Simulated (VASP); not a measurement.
Wanted: the native input for a VASP 6.6.1 run.

* Task: single point
* Functional: PBEsol
* Potentials or basis: VASP PAW PBE potentials, release 64 (Ta_pv, N)
* Cutoff: 520 eV
* k mesh: 12 × 12 × 12
* Occupations: gaussian, width 0.15 eV
* Spin: no spin polarisation
* Dipole correction: no
* Further INCAR settings: ALGO = Normal; EDIFF = 1e-06; NBANDS = 15

The structure of TaN lies in POSCAR:

```
TaN
1.0
    2.9239890448      0.0000000000      0.0000000000
   -1.4619945224      2.5322487932      0.0000000000
    0.0000000000      0.0000000000      2.8707276426
Ta N
1 1
Direct
    0.2613113837      0.4822978189      0.4782692686
    0.0720219496      0.1843688477      0.0217307314
```

This cell differs from its parent crystal: atoms moved at random.

The input as run:

INCAR

```
  PREC = Accurate
  ENCUT = 520
  EDIFF = 1E-6
  ISMEAR = 0
  SIGMA = 0.15
  LREAL = False
  LASPH = True
  NELM = 80
  ALGO = Normal
  ISIF = 2
  LWAVE = False
  LCHARG = False
  GGA = PS
  NBANDS = 15
```

KPOINTS

```
regular mesh
0
Gamma
  12 12 12
```

Potentials or basis: VASP PAW PBE potentials, release 64 (Ta_pv, N).

Command:

```bash
$ cat potpaw_PBE.64/Ta_pv/POTCAR potpaw_PBE.64/N/POTCAR > POTCAR
$ mpirun -np 1 vasp_std > vasp.out
```

Results of the run:

| Property | Result |
| --- | --- |
| Pressure | 176.2 GPa |
| Largest force | 24.912 eV/Å |
| Band gap on the k mesh | zero (bands 8 and 9 overlap by 1.80 eV) |

Caveat: the cell differs from its parent crystal (atoms moved at random); atoms lie so close that the PAW spheres overlap strongly, which falsifies energies and pressures; the cell stands under pressure; the PAW data sets were made with another functional, which shifts forces and pressure a little; spin-orbit coupling is left out, which moves the levels of the heavy elements.

Run time: 110 s on 1 thread of Intel(R) Xeon(R) Platinum 8375C CPU @ 2.90GHz (Ice Lake), on a shared host, peak memory 0.38 GiB.
